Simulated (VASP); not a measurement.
The system is CuO.

```xyz
4
Lattice="2.3574 -1.7226 0.0000 2.3574 1.7226 0.0000 -0.8557 0.0000 5.0914" Properties=species:S:1:pos:R:3 pbc="T T T"
Cu    0.7509   -0.8613    2.5457
Cu    1.1787    0.8613    0.0000
O     1.7156    0.2811    3.8185
O     2.1434   -0.2811    1.2728
```

Base run:

| Item | Value |
| --- | --- |
| Program | VASP 6.6.1 |
| Functional | RPBE |
| Dispersion | D4 |
| Potentials or basis | VASP PAW PBE potentials, release 64 (Cu, O) |
| Cutoff | 520 eV |
| k mesh | 10 × 10 × 5 |
| Occupations | fermi-dirac, width 0.05 eV |
| Spin | no spin polarisation |

Its results: band gap on the k mesh zero (bands 17 and 18 overlap by 0.60 eV); pressure -0.8 GPa; largest force 0.199 eV/Å.

Problem. The run is repeated on the same cell with these changes: functional from RPBE to PBE; dispersion from D4 to D3(BJ). What comes out?

Solution. Band gap on the k mesh zero (bands 17 and 18 overlap by 0.60 eV); pressure -1.5 GPa; largest force 0.281 eV/Å.

Several settings changed at once.

Caveats: semilocal functionals often make such compounds metallic where correlation or magnetic order opens a gap, which also shifts bond lengths; the PAW data sets were made with another functional, which shifts forces and pressure a little (at least some runs).
